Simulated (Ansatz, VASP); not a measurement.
## Cu in VASP and in Ansatz

```
Cu
1.0
     2.72092    0.00000    0.00000
    -1.36046    2.35639    0.00000
     0.00000    0.00000    8.87872
Cu
4
Direct
  0.00000 0.00000 0.00000
  0.00000 0.00000 0.50000
  0.33333 0.66667 0.25000
  0.66667 0.33333 0.75000
```

Alike in both runs: task single point; functional BLYP; k mesh 15 × 15 × 4; occupations fermi-dirac, width 0.1 eV; no spin polarisation.

```csv
,VASP,Ansatz
version,VASP 6.6.1,Ansatz 0.2.0
potentials or method,"VASP PAW PBE potentials, release 64 (Cu), cutoff 520 eV","plane waves (420 eV) with PAW, scalar-relativistic"
valence electrons in the cell,44,76
```

Ansatz gave:

| Quantity | Value |
| --- | --- |
| pressure (GPa) | -9.7 |
| traceless stress, the component that is largest in VASP (GPa) | 0.61 |

Problem. Which values does VASP return?

Solution. Pressure (GPa): -9.2; traceless stress, the component that is largest in VASP (GPa): 0.59.

VASP's potentials were made for PBE, not for BLYP. With one functional, cell and mesh, what is left measures potentials, basis and numerics. VASP's potentials hold 44 valence electrons a cell and Ansatz's 76, so a difference there can come from the potentials and not from the codes.
